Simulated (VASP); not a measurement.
# Ba8Ti8O24F (a cell with a defect) in VASP: single point with PBE0

Aim: the single point of Ba8Ti8O24F (a cell with a defect) with PBE0.

All numbers are computed with VASP 6.6.1; they aren't measurements. Logs are shortened: lines on timing, memory, paths and dates and some standing lists are left out, and cuts for length are marked.

## Step 1: The cell of the first run

The cell holds a defect, 41 atoms: a = 7.969 Å, b = 7.969 Å, c = 8.411 Å, α = 90.00°, β = 90.00°, γ = 90.00°.

## Step 2: Single point, PBE0

POSCAR reads:

```
Ba8Ti8O24F
1.0
    7.9691230600      0.0000000000      0.0000000000
    0.0000000000      7.9691230600      0.0000000000
    0.0000000000      0.0000000000      8.4107998800
Ba Ti O F
8 8 24 1
Direct
    0.2462787300      0.2489514300      0.2918404600
    0.2602964200      0.2529264500      0.7954025900
    0.2421559300      0.7417847900      0.2867067600
    0.2517811700      0.7514253300      0.8144447800
    0.7411061800      0.2407794500      0.3412030700
    0.7453047300      0.2451252400      0.7911416400
    0.7495802100      0.7457500900      0.2917756800
    0.7533839700      0.7596691500      0.7955690000
   -0.0091794900     -0.0017576500      0.0587376900
    0.0153136100      0.0054213700      0.5580291500
   -0.0276675200      0.4715801300      0.0537102000
    0.0106144800      0.5101007100      0.5659924800
    0.4944164800     -0.0061166200      0.0609764000
    0.5022671100      0.0016868800      0.5575831600
    0.4985602100      0.4905517600      0.0588134200
    0.5058059800      0.5150112900      0.5578830900
    0.0615601700      0.2490073700      0.0177425600
    0.2633898500      0.0004707500      0.0276547100
   -0.0071200700      0.0084343500      0.2726615100
   -0.0065244900      0.2409606600      0.5351945900
    0.2413564200     -0.0151118400      0.5166607100
    0.0062687500     -0.0048958000      0.7677445100
    0.0157301300      0.7674047200      0.0363894900
    0.2676885300      0.5154936600      0.0363180100
   -0.0045599800      0.4949968500      0.2629859600
   -0.0105404000      0.7382752900      0.5231769500
    0.2387325100      0.4889735500      0.5230737800
    0.0018706500      0.5013738800      0.7787457200
    0.4965866700      0.2576593100      0.0098222500
    0.7579228300     -0.0040495700      0.0096726700
    0.5043662100      0.0038477600      0.2734681100
    0.4844327700      0.2371407600      0.5335862200
    0.7377111200     -0.0160688800      0.5335503600
    0.4919366700     -0.0085758900      0.7672931500
    0.5010632600      0.7627945300      0.0276960500
    0.7493669200      0.5603104600      0.0176234400
    0.5087104300      0.4925556800      0.2727509900
    0.4852606000      0.7410515200      0.5165708600
    0.7413132100      0.4931359900      0.5351977800
    0.4953134100      0.5059777000      0.7676001900
   -0.2039191600      0.2947963700      0.0787650100
```

INCAR.step1 reads:

```
PREC     = Accurate       # precision mode
ENCUT    = 520            # plane-wave cutoff, eV
EDIFF    = 1E-5           # SCF threshold, eV
ISMEAR   = -1             # smearing method
SIGMA    = 0.01           # smearing width, eV
LREAL    = Auto         
LASPH    = T              # aspherical terms in the spheres
NELM     = 120            # most SCF steps
ALGO     = Normal         # electronic algorithm
ISIF     = 2              # what is computed and relaxed
LWAVE    = T              # write WAVECAR
LCHARG   = F              # write CHGCAR
GGA      = PE             # functional
NELECT   = 328.0        
NBANDS   = 190            # bands
GGA_COMPAT= F
```

INCAR.step2 reads:

```
PREC     = Accurate       # precision mode
ENCUT    = 520            # plane-wave cutoff, eV
EDIFF    = 1E-6           # SCF threshold, eV
ISMEAR   = -1             # smearing method
SIGMA    = 0.01           # smearing width, eV
LREAL    = Auto         
LASPH    = T              # aspherical terms in the spheres
NELM     = 120            # most SCF steps
ALGO     = Normal         # electronic algorithm
ISIF     = 2              # what is computed and relaxed
LWAVE    = F              # write WAVECAR
LCHARG   = F              # write CHGCAR
GGA      = PE             # functional
LHFCALC  = T              # exact exchange
AEXX     = 0.25           # exact-exchange fraction
PRECFOCK = Fast         
ISTART   = 1            
NELECT   = 328.0        
NBANDS   = 190            # bands
GGA_COMPAT= F
```

KPOINTS reads:

```
Automatic mesh
0
Gamma
  1 1 1
```

Potentials or basis: VASP PAW PBE potentials, release 64 (Ba_sv, Ti_sv, O, F).

Launch:

```console
> cat potpaw_PBE.64/Ba_sv/POTCAR potpaw_PBE.64/Ti_sv/POTCAR potpaw_PBE.64/O/POTCAR potpaw_PBE.64/F/POTCAR > POTCAR
> cp INCAR.step1 INCAR
> mpirun -np 1 vasp_gam > vasp.out
> cp INCAR.step2 INCAR
> mpirun -np 1 vasp_gam > vasp.out
```

OUTCAR:

```text
PREC = Accurate
   ENCUT = 520
   EDIFF = 1E-6
   ISMEAR = -1
   LREAL = Auto
   LASPH = T
   NELM = 120
   ISIF = 2
   GGA = PE
   LHFCALC = T
   AEXX = 0.25
   PRECFOCK = Fast
   ISTART = 1
   NELECT = 328.0

 ion  position               nearest neighbor table
   1  0.246  0.249  0.292-  27 2.73  17 2.74  32 2.78  19 2.79  25 2.81  21 2.83  31 2.84  37 2.86
                            20 2.87  18 2.98  24 3.03  29 3.10  15 3.40  13 3.44  11 3.45   9 3.46
   2  0.260  0.253  0.795-  17 2.45  29 2.61  40 2.76  34 2.79  18 2.80  32 2.84  28 2.86  22 2.89
                            24 2.91  27 2.97  20 3.05  21 3.18  10 3.42  14 3.42  12 3.45  15 3.48
   3  0.242  0.742  0.287-  38 2.74  21 2.74  24 2.78  23 2.78  25 2.79  26 2.83  27 2.83  37 2.91
                            19 2.91  31 2.96  18 3.00  35 3.01  13 3.42  15 3.44   9 3.44  12 3.51
   4  0.252  0.751  0.814-  24 2.65  23 2.65  18 2.68  35 2.68  34 2.73  40 2.78  22 2.78  28 2.83
                            21 3.12  38 3.12  26 3.22  27 3.22  12 3.43  13 3.43  10 3.51  16 3.51
   5  0.741  0.241  0.341-  41 2.29  39 2.59  20 2.59  32 2.61  33 2.61  31 2.73  19 2.79  37 2.79
                            25 2.94  14 3.25  16 3.41  10 3.41  11 3.55  12 3.58  13 3.65  15 3.65
   6  0.745  0.245  0.791-  41 2.48  29 2.71  30 2.71  34 2.86  40 2.89  22 2.89  28 2.89  39 2.92
                            20 2.92  32 3.00  33 3.01  36 3.15  17 3.16  14 3.37  11 3.38  16 3.48
   7  0.750  0.746  0.292-  26 2.73  36 2.74  33 2.78  37 2.79  25 2.81  38 2.83  31 2.84  19 2.86
                            39 2.87  35 2.98  23 3.02  30 3.10   9 3.40  13 3.44  11 3.45  15 3.46
   8  0.753  0.760  0.796-  36 2.45  30 2.61  22 2.76  34 2.79  35 2.80  33 2.84  28 2.86  40 2.89
                            23 2.91  26 2.97  39 3.05  38 3.18  16 3.42  14 3.43  12 3.45   9 3.48
   9  0.991  0.998  0.059-  19 1.80  23 1.86  30 1.90  17 2.10  18 2.19   7 3.40   3 3.44   1 3.46
                             8 3.48   4 3.52   6 3.57   5 3.65   2 3.69
  10  0.015  0.005  0.558-  22 1.77  21 1.84  20 1.89  26 2.16  33 2.23  19 2.41   5 3.41   2 3.42
                             6 3.48   1 3.49   8 3.49   4 3.51   3 3.59   7 3.71
  11  0.972  0.472  0.054-  25 1.78  17 1.93  36 1.94  41 2.00  28 2.34  24 2.38  23 2.39   6 3.38
                             1 3.45   7 3.45   5 3.55   2 3.61   8 3.61   3 3.62   4 3.74
  12  0.011  0.510  0.566-  28 1.79  27 1.86  26 1.86  20 2.16  39 2.17   4 3.43   2 3.45   8 3.45
                             3 3.51   6 3.54   5 3.58   7 3.63   1 3.63
  13  0.494  0.994  0.061-  31 1.79  18 1.86  35 1.86  30 2.14  29 2.15   3 3.42   4 3.43   1 3.44
                             7 3.44   8 3.57   2 3.57   6 3.63   5 3.65
  14  0.502  0.002  0.558-  34 1.77  33 1.89  32 1.89  38 2.11  21 2.11  31 2.39   5 3.25   6 3.37
                             2 3.42   8 3.43   4 3.55   1 3.61   7 3.61   3 3.71
  15  0.499  0.491  0.059-  37 1.80  24 1.86  29 1.90  36 2.10  35 2.19   1 3.40   3 3.44   7 3.46
                             2 3.48   4 3.52   6 3.57   5 3.65   8 3.69
  16  0.506  0.515  0.558-  40 1.77  38 1.84  39 1.89  27 2.16  32 2.23  37 2.40   5 3.41   8 3.42
                             6 3.48   7 3.49   2 3.49   4 3.51   3 3.59   1 3.71
  17  0.062  0.249  0.018-  11 1.93   9 2.10   2 2.45   1 2.74   6 3.16
  18  0.263  0.000  0.028-  13 1.86   9 2.19   4 2.68   2 2.80   1 2.98   3 3.00
  19  0.993  0.008  0.273-   9 1.80  10 2.41   1 2.79   5 2.79   7 2.86   3 2.91
  20  0.993  0.241  0.535-  10 1.89  12 2.16   5 2.59   1 2.87   6 2.92   2 3.05
  21  0.241  0.985  0.517-  10 1.84  14 2.11   3 2.74   1 2.83   4 3.12   2 3.18
  22  0.006  0.995  0.768-  10 1.77   8 2.76   4 2.78   6 2.89   2 2.89
  23  0.016  0.767  0.036-   9 1.86  11 2.39   4 2.65   3 2.78   8 2.91   7 3.02
  24  0.268  0.515  0.036-  15 1.86  11 2.38   4 2.65   3 2.78   2 2.91   1 3.03
  25  0.995  0.495  0.263-  11 1.78   3 2.79   7 2.81   1 2.81   5 2.94
  26  0.989  0.738  0.523-  12 1.86  10 2.16   7 2.73   3 2.83   8 2.97   4 3.22
  27  0.239  0.489  0.523-  12 1.86  16 2.16   1 2.73   3 2.83   2 2.97   4 3.22
  28  0.002  0.501  0.779-  12 1.79  11 2.34   4 2.83   8 2.86   2 2.86   6 2.89
  29  0.497  0.258  0.010-  15 1.90  13 2.15   2 2.61   6 2.71   1 3.10
  30  0.758  0.996  0.010-   9 1.90  13 2.14   8 2.61   6 2.71   7 3.10
  31  0.504  0.004  0.273-  13 1.79  14 2.39   5 2.73   1 2.84   7 2.84   3 2.96
  32  0.484  0.237  0.534-  14 1.89  16 2.23   5 2.61   1 2.78   2 2.84   6 3.00
  33  0.738  0.984  0.534-  14 1.89  10 2.23   5 2.61   7 2.78   8 2.84   6 3.01
  34  0.492  0.991  0.767-  14 1.77   4 2.73   2 2.79   8 2.79   6 2.86
  35  0.501  0.763  0.028-  13 1.86  15 2.19   4 2.68   8 2.80   7 2.98   3 3.01
  36  0.749  0.560  0.018-  11 1.94  15 2.10   8 2.45   7 2.74   6 3.15
  37  0.509  0.493  0.273-  15 1.80  16 2.40   7 2.79   5 2.79   1 2.86   3 2.91
  38  0.485  0.741  0.517-  16 1.84  14 2.11   3 2.74   7 2.83   4 3.12   8 3.18
  39  0.741  0.493  0.535-  16 1.89  12 2.17   5 2.59   7 2.87   6 2.92   8 3.05
  40  0.495  0.506  0.768-  16 1.77   2 2.76   4 2.78   6 2.89   8 2.89
  41  0.796  0.295  0.079-  11 2.00   5 2.29   6 2.48

  LATTYP: Found a simple tetragonal cell.
 ALAT       =     7.9691230600
 C/A-ratio  =     1.0554235161

  Lattice vectors:
[... 177 lines left out ...]
   ISTART =      1    job   : 0-new  1-cont  2-samecut
   ICHARG =      0    charge: 1-file 2-atom 10-const
   ISPIN  =      1    spin polarized calculation?
   LNONCOLLINEAR =      F non collinear calculations
   LSORBIT =      F    spin-orbit coupling
   LASPH  =      T    aspherical Exc in radial PAW
   ENCUT  =  520.0 eV  38.22 Ry    6.18 a.u.  14.82 14.82 15.64*2*pi/ulx,y,z
   NELM   =    120;   NELMIN=  2; NELMDL=  0     # of ELM steps
   EDIFF  = 0.1E-05   stopping-criterion for ELM
   LREAL  =      T    real-space projection
   EDIFFG = 0.1E-04   stopping-criterion for IOM
   NSW    =      0    number of steps for IOM
   IBRION =     -1    ionic relax: 0-MD 1-quasi-New 2-CG
   NFREE  =      0    steps in history (QN), initial steepest desc. (CG)
   ISIF   =      2    stress and relaxation
   ISYM   =      3    0-nonsym 1-usesym 2-fastsym
   POTIM  = 0.5000    time-step for ionic-motion
   TEBEG  =    0.0;   TEEND  =   0.0 temperature during run
   PSTRESS=    0.0 pullay stress
   NELECT =     328.0000    total number of electrons
   NUPDOWN=      -1.0000    fix difference up-down
   EMIN   =  10.00;   EMAX   =-10.00  energy-range for DOS
   EFERMI =   0.00;   METHOD = LEGACY
   ISMEAR =    -1;   SIGMA  =   0.01  broadening in eV -4-tet -1-fermi 0-gaus
   EFERMI_NEDOS =   21; number of points for ismear=-14 and -15
   IALGO  =     38    algorithm
   IMIX   =      1    mixing-type and parameters
     AMIX     =   0.40;   BMIX     =  1.00
     AMIX_MAG =   1.60;   BMIX_MAG =  1.00
  volume/ion in A,a.u.               =      13.03        87.92
  Fermi-wavevector in a.u.,A,eV,Ry     =   1.391490  2.629534 26.344193  1.936244
  Thomas-Fermi vector in A             =   2.515324
   LORBIT       =      0    0 simple, 1 ext, 2 COOP (PROOUT), +10 PAW based schemes
   GGA     = PE    functional components
   LHFCALC =     T    Hartree Fock is set to
   PRECFOCK=fast      Normal, Fast or Accurate (Low or Medium for compatibility)
   ENCUT4O =  -1.0   cutoff for four orbital integrals eV
   NKREDX  =     1    reduce k-point grid by
   NKREDY  =     1    reduce k-point grid by
   NKREDZ  =     1    reduce k-point grid by
   AEXX    =    0.2500 exact exchange contribution
   HFSCREEN=    0.0000 screening length (either q_TF or 0.3 A-1)
   HFSCREENC=   0.0000 screening length for correlation (either q_TF or 0.3 A-1)
   ENCUTFOCK=  -1.0 apply spherical cutoff to Coloumb kernel
   IVDW    =     0    specifies the selected vdW correction
   LEPSILON=     F    determine dielectric tensor
   LRPA    =     F    only Hartree local field effects (RPA)
 non-spin polarized calculation
  energy-cutoff  :      520.00
  volume of cell :      534.14
 maximum number of plane-waves:      7212
 NGX is ok and might be reduce to    60
  NGX = 30; NGY = 30; NGZ = 32

 number of electron     327.9999997 magnetization

 Free energy of the ion-electron system (eV)
  ---------------------------------------------------
  ext. energy  EPLUGINS =         0.00000000
  ---------------------------------------------------
  free energy    TOTEN  =      -408.52980345 eV

  energy without entropy =     -408.52980345  energy(sigma->0) =     -408.52980345

 E-fermi :   2.8709     XC(G=0):  -8.7396

 val. band max:        2.5272985566   @ k =   0.0000   0.0000   0.0000
 cond. band min:       7.0877275127   @ k =   0.0000   0.0000   0.0000
 fundamental gap:      4.5604289561
 Fermi energy:         2.8708922315

 k-point     1 :       0.0000    0.0000    0.0000
  band No.  band energies     occupation
      1     -58.5455      2.00000
      2     -58.4559      2.00000
      3     -58.4556      2.00000
      4     -58.4130      2.00000
      5     -58.3460      2.00000
      6     -58.1313      2.00000
[... 168 lines left out ...]
    175       8.4522      0.00000
    176       8.5239      0.00000
 [bands above 176 left out]

------------------------ aborting loop because EDIFF is reached ----------------------------------------

  FORCE on cell =-STRESS in cart. coord.  units (eV):
  Direction    XX          YY          ZZ          XY          YZ          ZX
  --------------------------------------------------------------------------------------
  -------------------------------------------------------------------------------------
  Total       13.7900179     13.7613191     27.7314042     -0.8919951     -0.8780630     -0.8825564
  in kB       41.3634776     41.2773950     83.1809884     -2.6755598     -2.6337702     -2.6472482
  external PRESSURE =      55.2739537 kB  Pullay stress =       0.0000000 kB

 VOLUME and BASIS-vectors are now :
 -----------------------------------------------------------------------------
  energy-cutoff  :      520.00
  volume of cell :      534.14
      direct lattice vectors                 reciprocal lattice vectors
     7.969123060  0.000000000  0.000000000     0.125484321  0.000000000  0.000000000
     0.000000000  7.969123060  0.000000000     0.000000000  0.125484321  0.000000000
     0.000000000  0.000000000  8.410799880     0.000000000  0.000000000  0.118894756

 POSITION                                       TOTAL-FORCE (eV/Angst)
 -----------------------------------------------------------------------------------
      1.96263      1.98392      2.45461         0.007451      0.006601     -0.015810
      2.07433      2.01560      6.68997         0.027784     -0.005054     -0.131885
      1.92977      5.91137      2.41143        -0.000150      0.002951     -0.029674
      2.00648      5.98820      6.85013        -0.011807     -0.012160     -0.103267
      5.90597      1.91880      2.86979        -0.022515     -0.021178      0.045327
      5.93943      1.95343      6.65413         0.008454      0.007151     -0.058835
[... 33 lines left out ...]
      3.94721      4.03220      6.45613         0.064888      0.031617     -0.434718
      6.34407      2.34927      0.66248         0.244370      0.244124     -0.211667
 -----------------------------------------------------------------------------------
    total drift:                                0.015830      0.026151      0.034168

  FREE ENERGIE OF THE ION-ELECTRON SYSTEM (eV)
  ---------------------------------------------------
  free  energy   TOTEN  =      -408.5298034547 eV

  energy  without entropy=     -408.5298034547  energy(sigma->0) =     -408.52980345
```

Run time: 32 min. Hardware: 1 thread of Intel Xeon 8259CL, shared host; peak memory 0.62 GiB.

Results:

| Quantity | Value |
| --- | --- |
| Free energy | -408.5298 eV |
| Largest force | 0.461 eV/Å |

Forces in eV/Å, atoms in the order of the input:
```
Ba   0.007  0.007 -0.016
Ba   0.028 -0.005 -0.132
Ba   0.000  0.003 -0.030
Ba  -0.012 -0.012 -0.103
Ba  -0.023 -0.021  0.045
Ba   0.008  0.007 -0.059
Ba   0.005  0.008 -0.017
Ba  -0.004  0.026 -0.133
Ti   0.012 -0.083  0.061
Ti   0.061 -0.009  0.132
Ti  -0.114 -0.120  0.220
Ti   0.041  0.047  0.073
Ti  -0.124 -0.126  0.018
Ti  -0.012 -0.012  0.140
Ti  -0.082  0.012  0.057
Ti  -0.012  0.062  0.135
O   -0.399  0.091  0.212
O    0.233 -0.021  0.182
O   -0.004 -0.055 -0.299
O    0.131 -0.141  0.137
O   -0.171  0.113  0.208
O    0.033  0.064 -0.433
O   -0.146  0.279  0.069
O    0.279 -0.150  0.069
O   -0.080 -0.081 -0.368
O    0.126 -0.177  0.198
O   -0.177  0.125  0.198
O    0.003  0.002 -0.361
O    0.017  0.138  0.244
O    0.138  0.023  0.247
O   -0.050 -0.050 -0.320
O    0.086 -0.170  0.135
O   -0.170  0.088  0.136
O    0.065  0.065 -0.440
O   -0.020  0.230  0.180
O    0.095 -0.393  0.212
O   -0.053 -0.004 -0.295
O    0.114 -0.169  0.207
O   -0.141  0.132  0.136
O    0.065  0.032 -0.435
F    0.244  0.244 -0.212
```

Caveat: the k points lie up to 0.79 Å⁻¹ apart; the cell carries a net charge on a neutralising background, which shifts energy and pressure; the cell is charged against a uniform background, so pressure and absolute levels hang on convention; the PAW data sets were made with another functional, which shifts forces and pressure a little; spin-orbit coupling is left out, which moves the levels of the heavy elements.
